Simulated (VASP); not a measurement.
# ZrTi3C2 (P4/mmm) in VASP: notebook

The runs below take ZrTi3C2 through single point, relaxation of cell and atoms, with PBE.

Program: VASP 6.6.1. These are calculated values, not measurements. Logs are shortened: lines on timing, memory, paths and dates and some standing lists are left out, and cuts for length are marked.

### Step 1. The cell of the first run

The structure is tetragonal, space group P4/mmm (No. 123). Conventional cell: a = 4.147 Å, b = 4.147 Å, c = 5.287 Å, α = 90.00°, β = 90.00°, γ = 90.00°. Within 3.9 Å of Zr (site symmetry 4/mmm) lie 12 Ti at 2.93 to 3.36 Å and 8 C at 3.53 Å. Within 3.0 Å of Ti (site symmetry mmm) lie 4 C at 2.18 Å and 4 Ti at 2.93 Å. Within 2.6 Å of Ti (site symmetry 4/mmm) lie 2 C at 1.96 Å. C (site symmetry 4mm) has 1 C at 1.37 Å within 1.8 Å.

The cell was generated, and may not be a known phase.

### Step 2. Single point, PBE

INCAR

```
SYSTEM = ZrTi3C2
PREC     = Accurate       ! precision mode
ENCUT    = 520            ! plane-wave cutoff, eV
EDIFF    = 1E-6           ! SCF threshold, eV
ISMEAR   = 0              ! smearing method
SIGMA    = 0.1            ! smearing width, eV
LREAL    = .False.        ! projectors in reciprocal space
LASPH    = .True.         ! aspherical terms in the spheres
NELM     = 80             ! most SCF steps
ALGO     = Normal         ! electronic algorithm
ISIF     = 2              ! what is computed and relaxed
LWAVE    = .False.        ! write WAVECAR
LCHARG   = .False.        ! write CHGCAR
GGA      = PE             ! functional
NBANDS   = 37             ! bands
```

KPOINTS

```
Automatic mesh
0
Gamma
  4 4 4
  0 0 0
```

POSCAR

```
ZrTi3C2
1.0
    4.1467260856      0.0000000000      0.0000000000
    0.0000000000      4.1467260856      0.0000000000
    0.0000000000      0.0000000000      5.2873600721
Zr Ti C
1 3 2
Direct
    0.5000000000      0.5000000000      0.0000000000
    0.0000000000      0.5000000000      0.5000000000
    0.5000000000      0.0000000000      0.5000000000
    0.0000000000      0.0000000000      0.0000000000
    0.0000000000      0.0000000000      0.6297543079
    0.0000000000      0.0000000000      0.3702456921
```

Potentials or basis: VASP PAW PBE potentials, release 64 (Zr_sv, Ti_sv, C).

On the command line:

```console
cat potpaw_PBE.64/Zr_sv/POTCAR potpaw_PBE.64/Ti_sv/POTCAR potpaw_PBE.64/C/POTCAR > POTCAR
mpirun -np 1 vasp_std > vasp.out
```

OUTCAR:

```text
SYSTEM = ZrTi3C2
   PREC = Accurate
   ENCUT = 520
   EDIFF = 1E-6
   ISMEAR = 0
   LREAL = .False.
   LASPH = .True.
   NELM = 80
   ISIF = 2
   GGA = PE

 ion  position               nearest neighbor table
   1  0.500  0.500  0.000-   4 2.93   4 2.93   4 2.93   4 2.93   3 3.36   3 3.36   3 3.36   3 3.36
                             2 3.36   2 3.36   2 3.36   2 3.36
   2  0.000  0.500  0.500-   5 2.18   6 2.18   5 2.18   6 2.18   1 3.36   1 3.36   1 3.36   1 3.36

   3  0.500  0.000  0.500-   5 2.18   6 2.18   5 2.18   6 2.18   1 3.36   1 3.36   1 3.36   1 3.36

   4  0.000  0.000  0.000-   5 1.96   6 1.96   1 2.93   1 2.93   1 2.93   1 2.93
   5  0.000  0.000  0.630-   6 1.37   4 1.96   2 2.18   3 2.18   2 2.18   3 2.18
   6  0.000  0.000  0.370-   5 1.37   4 1.96   2 2.18   3 2.18   2 2.18   3 2.18

  LATTYP: Found a simple tetragonal cell.
 ALAT       =     4.1467260856
 C/A-ratio  =     1.2750685632

  Lattice vectors:

 A1 = (   4.1467260856,   0.0000000000,   0.0000000000)
 A2 = (   0.0000000000,   4.1467260856,   0.0000000000)
 A3 = (   0.0000000000,   0.0000000000,   5.2873600721)

Analysis of symmetry for initial positions (statically):
=====================================================================
 Subroutine PRICEL returns:
 Original cell was already a primitive cell.

 Routine SETGRP: Setting up the symmetry group for a
 simple tetragonal supercell.

 Subroutine GETGRP returns: Found 16 space group operations
 (whereof 16 operations were pure point group operations)
 out of a pool of 16 trial point group operations.

The static configuration has the point symmetry D_4h.

Analysis of symmetry for dynamics (positions and initial velocities):
=====================================================================
 Subroutine PRICEL returns:
 Original cell was already a primitive cell.

 Routine SETGRP: Setting up the symmetry group for a
 simple tetragonal supercell.

 Subroutine GETGRP returns: Found 16 space group operations
 (whereof 16 operations were pure point group operations)
 out of a pool of 16 trial point group operations.

The dynamic configuration has the point symmetry D_4h.

 Subroutine INISYM returns: Found 16 space group operations
 (whereof 16 operations are pure point group operations),
 and found     1 'primitive' translations

----------------------------------------------------------------------------------------

                                     Primitive cell

  volume of cell :      90.9179

[... 93 lines left out ...]
   IBRION =     -1    ionic relax: 0-MD 1-quasi-New 2-CG
   NFREE  =      0    steps in history (QN), initial steepest desc. (CG)
   ISIF   =      2    stress and relaxation
   ISYM   =      2    0-nonsym 1-usesym 2-fastsym
   POTIM  = 0.5000    time-step for ionic-motion
   TEBEG  =    0.0;   TEEND  =   0.0 temperature during run
   PSTRESS=    0.0 pullay stress
   NELECT =      56.0000    total number of electrons
   NUPDOWN=      -1.0000    fix difference up-down
   EMIN   =  10.00;   EMAX   =-10.00  energy-range for DOS
   EFERMI =   0.00;   METHOD = LEGACY
   ISMEAR =     0;   SIGMA  =   0.10  broadening in eV -4-tet -1-fermi 0-gaus
   EFERMI_NEDOS =   21; number of points for ismear=-14 and -15
   IALGO  =     38    algorithm
   IMIX   =      4    mixing-type and parameters
     AMIX     =   0.40;   BMIX     =  1.00
     AMIX_MAG =   1.60;   BMIX_MAG =  1.00
  volume/ion in A,a.u.               =      15.15       102.26
  Fermi-wavevector in a.u.,A,eV,Ry     =   1.392903  2.632206 26.397747  1.940180
  Thomas-Fermi vector in A             =   2.516601
   LORBIT       =      0    0 simple, 1 ext, 2 COOP (PROOUT), +10 PAW based schemes
   GGA     = PE    functional components
   LHFCALC =     F    Hartree Fock is set to
   AEXX    =    0.0000 exact exchange contribution
   IVDW    =     0    specifies the selected vdW correction
   LEPSILON=     F    determine dielectric tensor
   LRPA    =     F    only Hartree local field effects (RPA)
 non-spin polarized calculation
 Gauss-broadening in eV      SIGMA  =   0.10
  energy-cutoff  :      520.00
  volume of cell :       90.92
 maximum number of plane-waves:      2469
 NGX is ok and might be reduce to    32
   NGX = 15   NGY = 15   NGZ = 19

 number of electron      55.9999992 magnetization

 Free energy of the ion-electron system (eV)
  ---------------------------------------------------
  ext. energy  EPLUGINS =         0.00000000
  ---------------------------------------------------
  free energy    TOTEN  =       -51.11902957 eV

  energy without entropy =      -51.09322144  energy(sigma->0) =      -51.10612551

 E-fermi :   7.9912     XC(G=0): -11.3388

 val. band max:        7.9547151322   @ k =   0.5000   0.0000   0.0000
 cond. band min:       7.9943398788   @ k =   0.5000   0.2500   0.0000
 fundamental gap:      0.0396247467
 Fermi energy:         7.9911970418

 k-point     1 :       0.0000    0.0000    0.0000
  band No.  band energies     occupation
      1     -48.9609      2.00000
      2     -48.8811      2.00000
      3     -48.5121      2.00000
      4     -40.9678      2.00000
      5     -25.3708      2.00000
      6     -25.3708      2.00000
[... 709 lines left out ...]
     36      10.7382      0.00000
     37      10.7382      0.00000

------------------------ aborting loop because EDIFF is reached ----------------------------------------

  FORCE on cell =-STRESS in cart. coord.  units (eV):
  Direction    XX          YY          ZZ          XY          YZ          ZX
  --------------------------------------------------------------------------------------
  -------------------------------------------------------------------------------------
  Total        0.0471393      0.0471393      0.1461668      0.0000000     -0.0000000      0.0000000
  in kB        0.8306991      0.8306991      2.5757854      0.0000000     -0.0000000      0.0000000
  external PRESSURE =       1.4123945 kB  Pullay stress =       0.0000000 kB

 VOLUME and BASIS-vectors are now :
 -----------------------------------------------------------------------------
  energy-cutoff  :      520.00
  volume of cell :       90.92
      direct lattice vectors                 reciprocal lattice vectors
     4.146726086  0.000000000  0.000000000     0.241154101  0.000000000  0.000000000
     0.000000000  4.146726086  0.000000000     0.000000000  0.241154101  0.000000000
     0.000000000  0.000000000  5.287360072     0.000000000  0.000000000  0.189130301

 POSITION                                       TOTAL-FORCE (eV/Angst)
 -----------------------------------------------------------------------------------
      2.07336      2.07336      0.00000         0.000000     -0.000000      0.000000
      0.00000      2.07336      2.64368         0.000000     -0.000000      0.000000
      2.07336      0.00000      2.64368         0.000000     -0.000000      0.000000
      0.00000      0.00000      0.00000         0.000000     -0.000000      0.000000
      0.00000      0.00000      3.32974        -0.000000      0.000000      0.076273
      0.00000      0.00000      1.95762        -0.000000      0.000000     -0.076273
 -----------------------------------------------------------------------------------
    total drift:                                0.000000     -0.000000     -0.000000

  FREE ENERGIE OF THE ION-ELECTRON SYSTEM (eV)
  ---------------------------------------------------
  free  energy   TOTEN  =       -51.1190295703 eV

  energy  without entropy=      -51.0932214416  energy(sigma->0) =      -51.10612551
```

OSZICAR:

```text
N       E                     dE             d eps       ncg     rms          rms(c)
DAV:   1     0.764431494067E+03    0.76443E+03   -0.27715E+04  1332   0.175E+03
DAV:   2     0.408527617101E+02   -0.72358E+03   -0.70617E+03  1353   0.540E+02
DAV:   3    -0.550258636497E+02   -0.95879E+02   -0.93944E+02  2116   0.176E+02
DAV:   4    -0.632738132138E+02   -0.82479E+01   -0.81671E+01  2048   0.475E+01
DAV:   5    -0.637170396974E+02   -0.44323E+00   -0.44149E+00  2144   0.958E+00    0.259E+01
DAV:   6    -0.512601121973E+02    0.12457E+02   -0.91522E+01  1782   0.543E+01    0.764E+00
DAV:   7    -0.513263728926E+02   -0.66261E-01   -0.13441E+01  1870   0.202E+01    0.569E+00
DAV:   8    -0.511279596545E+02    0.19841E+00   -0.16585E+00  1807   0.642E+00    0.368E+00
DAV:   9    -0.511347450364E+02   -0.67854E-02   -0.40985E-01  1921   0.351E+00    0.124E+00
DAV:  10    -0.511328466898E+02    0.18983E-02   -0.34077E-01  1859   0.385E+00    0.989E-01
DAV:  11    -0.511185147382E+02    0.14332E-01   -0.11704E-01  1895   0.127E+00    0.432E-01
DAV:  12    -0.511190027368E+02   -0.48800E-03   -0.87873E-03  1798   0.543E-01    0.102E-01
DAV:  13    -0.511190450108E+02   -0.42274E-04   -0.14417E-03  2092   0.180E-01    0.348E-02
DAV:  14    -0.511190318166E+02    0.13194E-04   -0.13336E-04  1787   0.685E-02    0.130E-02
DAV:  15    -0.511190299414E+02    0.18752E-05   -0.22817E-05  1676   0.244E-02    0.510E-03
DAV:  16    -0.511190295703E+02    0.37104E-06   -0.32024E-06  1307   0.116E-02
   1 F= -.51119030E+02 E0= -.51106126E+02  d E =-.258081E-01
```

Wall time 52 s (1 thread of Intel Xeon Platinum 8559C (Emerald Rapids), shared host); peak memory 0.22 GiB.

What came out:

```yaml
Free_energy: -51.1190 eV
Pressure: 0.1 GPa
Largest_force: 0.076 eV/Å
Band_gap_on_the_k_mesh: zero (bands 28 and 29 overlap by 0.48 eV)
```

Forces on the atoms (eV/Å):
```
Zr   0.000  0.000  0.000
Ti   0.000  0.000  0.000
Ti   0.000  0.000  0.000
Ti   0.000  0.000  0.000
C    0.000  0.000  0.076
C    0.000  0.000 -0.076
```

Stress tensor (GPa, compression positive):
```
0.08 0.00 0.00
0.00 0.08 0.00
0.00 0.00 0.26
```

Caveat: the k points lie up to 0.38 Å⁻¹ apart.

(Part 1 of 2 ends here.)

The gap in the log of VASP goes by the Fermi energy; the results here count the filled bands.